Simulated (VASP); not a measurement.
# Ti (Immm) in VASP: a series of runs

Ti is run at these levels: PBEsol; tasks: single point.

Everything below comes from runs of VASP 6.6.1. Logs are shortened: lines on timing, memory, paths and dates and some standing lists are left out, and cuts for length are marked.

## (1) The cell of the first run

It takes space group Immm (No. 71, orthorhombic). The conventional cell has a = 2.753 Å, b = 2.846 Å, c = 4.210 Å, α = 90.00°, β = 90.00°, γ = 90.00°. Within 3.6 Å of Ti (site symmetry mmm) lie 12 Ti at 2.75 to 2.89 Å.

## (2) Single point, PBEsol (uniaxial strain along a: -4.0 %, then relaxed in part)

Input file INCAR:

```
ALGO = Fast
EDIFF = 1E-6
ENCUT = 520
GGA = PS
ISIF = 2
ISMEAR = 0
LASPH = T
LCHARG = F
LREAL = F
LWAVE = F
NBANDS = 19
NELM = 80
PREC = Accurate
SIGMA = 0.1
```

Input file KPOINTS:

```
k-points
0
Gamma
  18 18 14
```

Input file POSCAR:

```
Ti
1.0
    1.9468043054      1.9468043054      0.0000000000
   -2.0125194726      2.0125194726      0.0000000000
    0.0000000000      0.0000000000      4.2096915380
Ti
2
Direct
    0.0000000000      0.0000000000      0.0000000000
    0.5000000000      0.5000000000      0.5000000000
```

Potentials or basis: VASP PAW PBE potentials, release 64 (Ti_sv).

On the command line:

```sh
$ cat potpaw_PBE.64/Ti_sv/POTCAR > POTCAR
$ mpirun -np 1 vasp_std > vasp.out
```

OUTCAR:

```text
EDIFF = 1E-6
   ENCUT = 520
   GGA = PS
   ISIF = 2
   ISMEAR = 0
   LASPH = T
   LREAL = F
   NELM = 80
   PREC = Accurate

 ion  position               nearest neighbor table
   1  0.000  0.000  0.000-   2 2.89   2 2.89   2 2.89   2 2.89   2 2.89   2 2.89   2 2.89   2 2.89

   2  0.500  0.500  0.500-   1 2.89   1 2.89   1 2.89   1 2.89   1 2.89   1 2.89   1 2.89   1 2.89

  LATTYP: Found a simple orthorhombic cell.
 ALAT       =     2.7531970520
 B/A-ratio  =     1.0337554047
 C/A-ratio  =     1.5290193395

  Lattice vectors:

 A1 = (   1.9468043054,   1.9468043054,   0.0000000000)
 A2 = (  -2.0125194726,   2.0125194726,   0.0000000000)
 A3 = (   0.0000000000,   0.0000000000,   4.2096915380)

Analysis of symmetry for initial positions (statically):
=====================================================================
 Subroutine PRICEL returns following result:

  LATTYP: Found a body centered orthorhombic cell.
 ALAT       =     2.7531970520
 B/A-ratio  =     1.0337554047
 C/A-ratio  =     1.5290193395

  Lattice vectors:

 A1 = (   0.0328575836,  -1.9796618890,  -2.1048457690)
 A2 = (  -0.0328575836,   1.9796618890,  -2.1048457690)
 A3 = (   1.9796618890,  -0.0328575836,   2.1048457690)

   2 primitive cells build up your supercell.

 Routine SETGRP: Setting up the symmetry group for a
 simple orthorhombic supercell.

 Subroutine GETGRP returns: Found  8 space group operations
 (whereof  8 operations were pure point group operations)
 out of a pool of  8 trial point group operations.

The static configuration has the point symmetry D_2h.

Analysis of symmetry for dynamics (positions and initial velocities):
=====================================================================
 Subroutine PRICEL returns following result:

  LATTYP: Found a body centered orthorhombic cell.
 ALAT       =     2.7531970520
 B/A-ratio  =     1.0337554047
 C/A-ratio  =     1.5290193395

  Lattice vectors:

 A1 = (   0.0328575836,  -1.9796618890,  -2.1048457690)
 A2 = (  -0.0328575836,   1.9796618890,  -2.1048457690)
 A3 = (   1.9796618890,  -0.0328575836,   2.1048457690)

   2 primitive cells build up your supercell.

 Routine SETGRP: Setting up the symmetry group for a
 simple orthorhombic supercell.

 Subroutine GETGRP returns: Found  8 space group operations
[... 95 lines left out ...]
   ISPIN  =      1    spin polarized calculation?
   LNONCOLLINEAR =      F non collinear calculations
   LSORBIT =      F    spin-orbit coupling
   LASPH  =      T    aspherical Exc in radial PAW
   ENCUT  =  520.0 eV  38.22 Ry    6.18 a.u.   5.12  5.29  7.83*2*pi/ulx,y,z
   NELM   =     80;   NELMIN=  2; NELMDL= -5     # of ELM steps
   EDIFF  = 0.1E-05   stopping-criterion for ELM
   LREAL  =      F    real-space projection
   EDIFFG = 0.1E-04   stopping-criterion for IOM
   NSW    =      0    number of steps for IOM
   IBRION =     -1    ionic relax: 0-MD 1-quasi-New 2-CG
   NFREE  =      0    steps in history (QN), initial steepest desc. (CG)
   ISIF   =      2    stress and relaxation
   ISYM   =      2    0-nonsym 1-usesym 2-fastsym
   POTIM  = 0.5000    time-step for ionic-motion
   TEBEG  =    0.0;   TEEND  =   0.0 temperature during run
   PSTRESS=    0.0 pullay stress
   NELECT =      24.0000    total number of electrons
   NUPDOWN=      -1.0000    fix difference up-down
   EMIN   =  10.00;   EMAX   =-10.00  energy-range for DOS
   EFERMI =   0.00;   METHOD = LEGACY
   ISMEAR =     0;   SIGMA  =   0.10  broadening in eV -4-tet -1-fermi 0-gaus
   EFERMI_NEDOS =   21; number of points for ismear=-14 and -15
   IALGO  =     68    algorithm
   IMIX   =      4    mixing-type and parameters
     AMIX     =   0.40;   BMIX     =  1.00
     AMIX_MAG =   1.60;   BMIX_MAG =  1.00
  volume/ion in A,a.u.               =      16.49       111.30
  Fermi-wavevector in a.u.,A,eV,Ry     =   1.472418  2.782466 29.497619  2.168014
  Thomas-Fermi vector in A             =   2.587435
   LORBIT       =      0    0 simple, 1 ext, 2 COOP (PROOUT), +10 PAW based schemes
   GGA     = PS    functional components
   LHFCALC =     F    Hartree Fock is set to
   AEXX    =    0.0000 exact exchange contribution
   IVDW    =     0    specifies the selected vdW correction
   LEPSILON=     F    determine dielectric tensor
   LRPA    =     F    only Hartree local field effects (RPA)
 non-spin polarized calculation
 RMM-DIIS sequential band-by-band and
 Gauss-broadening in eV      SIGMA  =   0.10
  energy-cutoff  :      520.00
  volume of cell :       32.99
 maximum number of plane-waves:       908
   NGX = 11   NGY = 11   NGZ = 15

 number of electron      23.9999999 magnetization

 Free energy of the ion-electron system (eV)
  ---------------------------------------------------
  ext. energy  EPLUGINS =         0.00000000
  ---------------------------------------------------
  free energy    TOTEN  =       -16.55801341 eV

  energy without entropy =      -16.54077619  energy(sigma->0) =      -16.54939480

 E-fermi :   8.6407     XC(G=0): -11.8844

 val. band max:        8.6398092156   @ k =   0.2778   0.2778   0.3571
 cond. band min:       8.6411247071   @ k =   0.5000   0.1111   0.0000
 fundamental gap:      0.0013154915
 Fermi energy:         8.6407250698

 k-point     1 :       0.0000    0.0000    0.0000
  band No.  band energies     occupation
      1     -47.7437      2.00000
      2     -47.5649      2.00000
      3     -24.3682      2.00000
      4     -23.8939      2.00000
      5     -23.8114      2.00000
      6     -23.6519      2.00000
[... 505 lines left out ...]
      6     -23.7850      2.00000
[... 11 lines left out ...]
     18      11.6225      0.00000
     19      12.6788      0.00000

 [... further k-points ...]

------------------------ aborting loop because EDIFF is reached ----------------------------------------

  FORCE on cell =-STRESS in cart. coord.  units (eV):
  Direction    XX          YY          ZZ          XY          YZ          ZX
  --------------------------------------------------------------------------------------
  -------------------------------------------------------------------------------------
  Total        0.3300636      0.3300636     -0.0703840      0.3946008      0.0000000      0.0000000
  in kB       16.0311830     16.0311830     -3.4185499     19.1657548      0.0000000      0.0000000
  external PRESSURE =       9.5479387 kB  Pullay stress =       0.0000000 kB

 VOLUME and BASIS-vectors are now :
 -----------------------------------------------------------------------------
  energy-cutoff  :      520.00
  volume of cell :       32.99
      direct lattice vectors                 reciprocal lattice vectors
     1.946804305  1.946804305  0.000000000     0.256831156  0.256831156  0.000000000
    -2.012519473  2.012519473  0.000000000    -0.248444801  0.248444801  0.000000000
     0.000000000  0.000000000  4.209691538     0.000000000  0.000000000  0.237547096

 POSITION                                       TOTAL-FORCE (eV/Angst)
 -----------------------------------------------------------------------------------
      0.00000      0.00000      0.00000        -0.000000     -0.000000     -0.000000
     -0.03286      1.97966      2.10485         0.000000      0.000000      0.000000
 -----------------------------------------------------------------------------------
    total drift:                               -0.000000      0.000000      0.000000

  FREE ENERGIE OF THE ION-ELECTRON SYSTEM (eV)
  ---------------------------------------------------
  free  energy   TOTEN  =       -16.5580134106 eV

  energy  without entropy=      -16.5407761876  energy(sigma->0) =      -16.54939480
```

OSZICAR:

```text
N       E                     dE             d eps       ncg     rms          rms(c)
DAV:   1     0.253948012546E+03    0.25395E+03   -0.12638E+04 30416   0.157E+03
DAV:   2     0.616091810627E+01   -0.24779E+03   -0.24379E+03 31194   0.436E+02
DAV:   3    -0.178849482123E+02   -0.24046E+02   -0.23696E+02 55697   0.119E+02
[... 28 lines left out ...]
RMM:  32    -0.165580091382E+02   -0.16626E-05   -0.20110E-05 32311   0.166E-02    0.540E-03
RMM:  33    -0.165580106890E+02   -0.15509E-05   -0.18828E-05 28506   0.144E-02    0.362E-03
RMM:  34    -0.165580117572E+02   -0.10681E-05   -0.13400E-05 31931   0.136E-02    0.138E-03
RMM:  35    -0.165580126701E+02   -0.91298E-06   -0.11358E-05 26591   0.118E-02    0.905E-04
RMM:  36    -0.165580134106E+02   -0.74045E-06   -0.91111E-06 25473   0.108E-02
   1 F= -.16558013E+02 E0= -.16549395E+02  d E =-.172372E-01
```

stdout:

```text
POSCAR found type information on POSCAR Ti
 POSCAR found :  1 types and       2 ions
 scaLAPACK will be used
 -----------------------------------------------------------------------------
|                                                                             |
|                                                                             |
|     You enforced a specific xc type in the INCAR file but a different       |
[... 35 lines left out ...]
WARNING in EDDRMM: call to ZHEGV failed, returncode =   6  3      9
WARNING in EDDRMM: call to ZHEGV failed, returncode =   8  4      5
WARNING in EDDRMM: call to ZHEGV failed, returncode =   6  3     15
WARNING in EDDRMM: call to ZHEGV failed, returncode =   8  4     19
WARNING in EDDRMM: call to ZHEGV failed, returncode =   8  4     12
WARNING in EDDRMM: call to ZHEGV failed, returncode =   8  4     11
WARNING in EDDRMM: call to ZHEGV failed, returncode =   8  4     13
```

Wall time 15 min (1 thread of Intel Xeon 8259CL, shared host); peak memory 0.49 GiB.

What came out:

```
Free energy            : -16.5580 eV
Pressure               : 1.0 GPa
Band gap on the k mesh : zero (bands 12 and 13 overlap by 1.36 eV)
```

Levels at points of the mesh, in eV from the Fermi level:
```csv
k point,band 10,band 11,band 12,band 13,band 14,band 15
"(0.00, 0.00, 0.00)",-2.78,-1.76,0.56,0.93,1.30,2.33
"(0.50, 0.00, 0.00)",-1.85,-0.61,-0.61,0.07,0.07,1.68
"(0.00, 0.50, 0.00)",-2.10,-0.54,-0.54,-0.17,-0.17,2.06
"(0.50, 0.50, 0.00)",-2.75,-1.87,-1.87,3.51,3.51,3.75
"(0.00, 0.00, 0.50)",-3.98,-0.73,-0.73,0.89,0.89,2.19
"(0.50, 0.00, 0.50)",-2.68,0.63,0.63,0.88,0.88,0.97
"(0.00, 0.50, 0.50)",-2.72,0.39,0.39,0.64,0.64,1.26
"(0.50, 0.50, 0.50)",-1.79,-0.43,-0.43,-0.21,-0.21,2.16
```

Caveat: the cell differs from its parent crystal (uniaxial strain along a: -4.0 %, then relaxed in part); the PAW data sets were made with another functional, which shifts forces and pressure a little.

## (3) Single point, PBEsol (uniaxial strain along a: -2.0 %)

Input file INCAR:

```
PREC = Accurate ; ENCUT = 520
EDIFF = 1E-6 ; ISMEAR = 0
SIGMA = 0.1 ; LREAL = False
LASPH = True ; NELM = 100
ALGO = Fast ; ISIF = 2
LWAVE = False ; LCHARG = False
GGA = PS ; NBANDS = 19
```

Input file KPOINTS:

```
Automatic mesh
0
Gamma
  18 18 14
```

Input file POSCAR:

```
Ti
1.0
    1.9873627284      1.9873627284      0.0000000000
   -2.0380607572      2.0380607572      0.0000000000
    0.0000000000      0.0000000000      4.0761215144
Ti
2
Direct
    0.0000000000      0.0000000000      0.0000000000
    0.5000000000      0.5000000000      0.5000000000
```

Potentials or basis: VASP PAW PBE potentials, release 64 (Ti_sv).

On the command line:

```sh
$ cat potpaw_PBE.64/Ti_sv/POTCAR > POTCAR
$ mpirun -np 1 vasp_std > vasp.out
```

It took 12 min on 1 thread of Intel Xeon 8259CL, shared host; peak memory 0.49 GiB.

Results (log left out):

```
Free energy            : -16.5698 eV
Pressure               : 0.9 GPa
Band gap on the k mesh : zero (bands 12 and 13 overlap by 1.36 eV)
```

Stress tensor (GPa, compression positive):
```
1.05 1.48 0.00
1.48 1.05 0.00
0.00 0.00 0.51
```

Levels at points of the mesh, in eV from the Fermi level:
| k point | band 8 | band 9 | band 10 | band 11 | band 12 | band 13 | band 14 | band 15 | band 16 | band 17 |
| --- | --- | --- | --- | --- | --- | --- | --- | --- | --- | --- |
| (0.00, 0.00, 0.00) | -32.27 | -6.22 | -2.77 | -1.84 | 0.80 | 0.82 | 1.08 | 2.59 | 2.71 | 2.92 |
| (0.50, 0.00, 0.00) | -32.40 | -2.00 | -2.00 | -0.43 | -0.43 | 0.03 | 0.03 | 1.64 | 1.64 | 2.50 |
| (0.00, 0.50, 0.00) | -32.36 | -2.19 | -2.19 | -0.38 | -0.38 | -0.14 | -0.14 | 1.92 | 1.92 | 2.62 |
| (0.50, 0.50, 0.00) | -32.56 | -2.77 | -2.77 | -1.87 | -1.87 | 3.16 | 3.16 | 3.78 | 3.78 | 4.08 |
| (0.00, 0.00, 0.50) | -32.39 | -3.88 | -3.88 | -0.67 | -0.67 | 1.15 | 1.15 | 2.07 | 2.07 | 2.27 |
| (0.50, 0.00, 0.50) | -32.40 | -2.70 | -2.70 | 0.69 | 0.69 | 0.79 | 0.79 | 0.90 | 0.90 | 3.75 |
| (0.00, 0.50, 0.50) | -32.36 | -2.73 | -2.73 | 0.63 | 0.63 | 0.66 | 0.66 | 0.97 | 0.97 | 3.77 |
| (0.50, 0.50, 0.50) | -32.57 | -1.68 | -1.68 | -0.46 | -0.46 | -0.31 | -0.31 | 2.21 | 2.21 | 4.16 |

Caveat: the cell differs from its parent crystal (uniaxial strain along a: -2.0 %); the PAW data sets were made with another functional, which shifts forces and pressure a little.

## (4) Single point, PBEsol (uniaxial strain along a: -2.0 %, then relaxed in part)

Input file INCAR:

```
PREC = Accurate
ENCUT = 520
EDIFF = 1E-6
ISMEAR = 0
SIGMA = 0.1
LREAL = F
LASPH = T
NELM = 100
ALGO = Fast
ISIF = 2
LWAVE = F
LCHARG = F
GGA = PS
NBANDS = 19
```

KPOINTS is that of step 3.

Input file POSCAR:

```
Ti
1.0
    1.9873627284      1.9873627284      0.0000000000
   -2.0236735668      2.0236735668      0.0000000000
    0.0000000000      0.0000000000      4.1223421259
Ti
2
Direct
    0.0000000000      0.0000000000      0.0000000000
    0.5000000000      0.5000000000      0.5000000000
```

On the command line:

```sh
$ cat potpaw_PBE.64/Ti_sv/POTCAR > POTCAR
$ mpirun -np 1 vasp_std > vasp.out
```

Run time: 12 min. Hardware: 1 thread of Intel Xeon 8259CL, shared host; peak memory 0.49 GiB.

Results (log left out):

* Free energy: -16.5705 eV
* Pressure: 0.3 GPa
* Band gap on the k mesh: zero (bands 12 and 13 overlap by 1.37 eV)

Stress tensor (GPa, compression positive):
```
 0.63  1.05  0.00
 1.05  0.63  0.00
 0.00  0.00 -0.44
```

Levels at points of the mesh, in eV from the Fermi level:
| k point | band 9 | band 10 | band 11 | band 12 | band 13 | band 14 | band 15 | band 16 |
| --- | --- | --- | --- | --- | --- | --- | --- | --- |
| (0.00, 0.00, 0.00) | -6.21 | -2.76 | -1.80 | 0.75 | 0.88 | 1.08 | 2.50 | 2.72 |
| (0.50, 0.00, 0.00) | -2.00 | -2.00 | -0.48 | -0.48 | 0.01 | 0.01 | 1.70 | 1.70 |
| (0.00, 0.50, 0.00) | -2.13 | -2.13 | -0.44 | -0.44 | -0.11 | -0.11 | 1.90 | 1.90 |
| (0.50, 0.50, 0.00) | -2.75 | -2.75 | -1.86 | -1.86 | 3.24 | 3.24 | 3.76 | 3.76 |
| (0.00, 0.00, 0.50) | -3.91 | -3.91 | -0.68 | -0.68 | 1.06 | 1.06 | 2.13 | 2.13 |
| (0.50, 0.00, 0.50) | -2.69 | -2.69 | 0.71 | 0.71 | 0.80 | 0.80 | 0.85 | 0.85 |
| (0.00, 0.50, 0.50) | -2.71 | -2.71 | 0.58 | 0.58 | 0.68 | 0.68 | 1.00 | 1.00 |
| (0.50, 0.50, 0.50) | -1.70 | -1.70 | -0.42 | -0.42 | -0.31 | -0.31 | 2.18 | 2.18 |

Caveat: the cell differs from its parent crystal (uniaxial strain along a: -2.0 %, then relaxed in part); the PAW data sets were made with another functional, which shifts forces and pressure a little.

## (5) The runs side by side

```tsv
cell	gap on the mesh (eV)	pressure (GPa)
a = 2.753, b = 2.846, c = 4.210 Å, 2 atoms	none	1.0
a = 2.811, b = 2.882, c = 4.076 Å, 2 atoms	none	0.9
a = 2.811, b = 2.862, c = 4.122 Å, 2 atoms	none	0.3
```

Alike in all rows: task single point; level PBEsol; potentials or basis VASP PAW PBE potentials, release 64 (Ti_sv); no spin polarisation; k mesh 18 × 18 × 14; cutoff (eV) 520; smearing gaussian 0.1 eV.

Caveats: the PAW data sets were made with another functional, which shifts forces and pressure a little.

Total energies depend on the potentials used, so only differences within one code and one set of settings carry meaning.
